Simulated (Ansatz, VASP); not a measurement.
Se in VASP and in Ansatz

File INCAR:

```
PREC = Accurate ; ENCUT = 520
EDIFF = 1E-7 ; ISMEAR = -1
SIGMA = 0.05 ; LREAL = F
LASPH = T ; NELM = 100
ALGO = Normal ; ISIF = 2
LWAVE = F ; LCHARG = T
GGA = PE ; LELF = T
LVHAR = T ; NBANDS = 13
```

File KPOINTS:

```
Automatic mesh
0
Gamma
  11 11 6
```

POSCAR

```
Se
1.0
    3.1050448770      0.0000000000      0.0000000000
   -1.5525224385      2.6890477434      0.0000000000
    0.0000000000      0.0000000000      5.0301727007
Se
2
Direct
    0.2333333333      0.6166666667      0.1750000000
    0.7666666667      0.3833333333      0.8250000000
```

Input for Ansatz:

```yaml
crystal:
  lattice:
    - [3.105044877, 0.0, 0.0]
    - [-1.5525224385, 2.6890477434, 0.0]
    - [0.0, 0.0, 5.0301727007]
  atoms:
    - { symbol: Se, position: [0.2333333333, 0.6166666667, 0.175] }
    - { symbol: Se, position: [0.7666666667, 0.3833333333, 0.825] }
kpoints:
  mp_grid: { grid: [11, 11, 6] }
scf:
  occupations: { method: fermi_dirac, width: 0.05 }
hamiltonian:
  xc: pbe
  pseudopotentials: { kind: nc }
output:
  forces: true
  stress: true
  eigenvalues: true
  populations: true
```

Change from the starting cell: shortest bond scaled by 0.7, norm-conserving files.

Alike in both runs: task single point; functional PBE; k mesh 11 × 11 × 6; occupations fermi-dirac, width 0.05 eV; no spin polarisation.

|  | VASP | Ansatz |
| --- | --- | --- |
| version | VASP 6.6.1 | Ansatz 0.2.0 |
| potentials or method | VASP PAW PBE potentials, release 64 (Se) | scalar-relativistic |
| plane-wave cutoff (eV) | 520 | 1170 |
| valence electrons in the cell | 12 | 32 |

|  | VASP | Ansatz | Ansatz less VASP |
| --- | --- | --- | --- |
| pressure (GPa) | 20.6 | 20.3 | -0.34 |
| traceless stress, the component that is largest in VASP (GPa) | 7.18 | 7.10 | -0.076 |
| rms of the force components (eV/Å) | 2.120 | 2.089 | -0.0309 |

Atom by atom the forces differ by 0.031 eV/Å (rms over components). VASP's potentials hold 12 valence electrons a cell and Ansatz's 32, so a difference there can come from the potentials and not from the codes.
